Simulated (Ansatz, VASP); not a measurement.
**One calculation of BaTe, two programs**

```
Ba Te
1.0
     0.00000    3.47137    3.47137
     3.47137    0.00000    3.47137
     3.47137    3.47137    0.00000
Ba Te
1 1
Direct
  0.00000 0.00000 0.00000
  0.50000 0.50000 0.50000
```

Alike in both runs: functional PBEsol; k mesh 12 × 12 × 12; occupations fermi-dirac, width 0.1 eV; no spin polarisation.

Ansatz relaxed the structure, and its values are those at the end. VASP's run is a single point on that final structure, the one shown.

|  | VASP | Ansatz |
| --- | --- | --- |
| version | VASP 6.6.1 | Ansatz 0.2.0 |
| potentials or method | VASP PAW PBE potentials, release 64 (Ba_sv, Te) | PAW with Ansatz's default frozen-core files, scalar-relativistic |
| plane-wave cutoff (eV) | 520 | 420 |
| valence electrons in the cell | 16 | 26 |

```tsv
	VASP	Ansatz	Ansatz less VASP
pressure (GPa)	0.4	0.0	-0.38
```

VASP's potentials were made for PBE, not for PBEsol. With one functional, cell and mesh, what is left measures potentials, basis and numerics. VASP's potentials hold 16 valence electrons a cell and Ansatz's 26, so a difference there can come from the potentials and not from the codes.

Neither program's run includes spin-orbit coupling.
